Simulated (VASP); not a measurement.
NbTe, 2 atoms in the cell. The structure is hexagonal, space group P-6m2 (No. 187). The conventional cell has a = 3.703 Å, b = 3.703 Å, c = 3.694 Å, α = 90.00°, β = 90.00°, γ = 120.00°. Within 3.7 Å of Nb (site symmetry -6m2) lie 6 Te at 2.83 Å and 2 Nb at 3.69 Å. Te (site symmetry -6m2) has 6 Nb at 2.83 Å and 2 Te at 3.69 Å within 3.7 Å. 

```yaml
Program: VASP 6.6.1
Task: single point
Functional: r2SCAN
Potentials_or_basis: VASP PAW PBE potentials, release 64 (Nb_sv, Te)
Cutoff: 550 eV
k_mesh: 2 × 2 × 2
Occupations: gaussian, width 0.1 eV
Spin: no spin polarisation
Dipole_correction: no
Further_INCAR_settings: ALGO = Normal; EDIFF = 1e-06; NBANDS = 16
```

Potentials or basis: VASP PAW PBE potentials, release 64 (Nb_sv, Te).

Launch:

```sh
$ cat potpaw_PBE.64/Nb_sv/POTCAR potpaw_PBE.64/Te/POTCAR > POTCAR
$ cp INCAR.step1 INCAR
$ mpirun -np 1 vasp_std > vasp.out
$ cp INCAR.step2 INCAR
$ mpirun -np 1 vasp_std > vasp.out
```

Hardware: 1 thread of Intel Xeon 8259CL, with other jobs on the host.

Task: Estimate the wall time of this run.

Result: Wall time 56 s on 1 thread of Intel Xeon 8259CL (shared host), peak memory 0.17 GiB. Counts: k points 4.
